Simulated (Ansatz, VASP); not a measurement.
One calculation of InAg, two programs

```
In Ag
1.0
     3.46479    0.00000    0.00000
     0.00000    3.46479    0.00000
     0.00000    0.00000    3.46479
In Ag
1 1
Direct
  0.50000 0.44228 0.50000
  0.00000 0.00000 0.00000
```

Alike in both runs: task single point; functional LDA; k mesh 14 × 14 × 14; occupations gaussian, width 0.15 eV; no spin polarisation.

|  | VASP | Ansatz |
| --- | --- | --- |
| version | VASP 6.6.1 | Ansatz 0.2.0 |
| potentials or method | VASP PAW LDA potentials, release 64 (In_d, Ag), cutoff 500 eV | scalar-relativistic, plane waves, PAW |
| valence electrons in the cell | 24 | 32 |

|  | VASP | Ansatz | Ansatz less VASP |
| --- | --- | --- | --- |
| gap on the k mesh at the Fermi level (eV) | none | none | - |
| pressure (GPa) | -4.4 | -4.5 | -0.11 |
| traceless stress, the component that is largest in VASP (GPa) | -0.45 | -0.44 | +0.006 |
| rms of the force components (eV/Å) | 0.175 | 0.171 | -0.0042 |

LDA's correlation is that of Perdew and Zunger in VASP and of Perdew and Wang (1992) in Ansatz. Atom by atom the forces differ by 0.004 eV/Å (rms over components). A gap of «none» marks a metal or a gap that the smearing closes. VASP's potentials hold 24 valence electrons a cell and Ansatz's 32, so a difference there can come from the potentials and not from the codes.
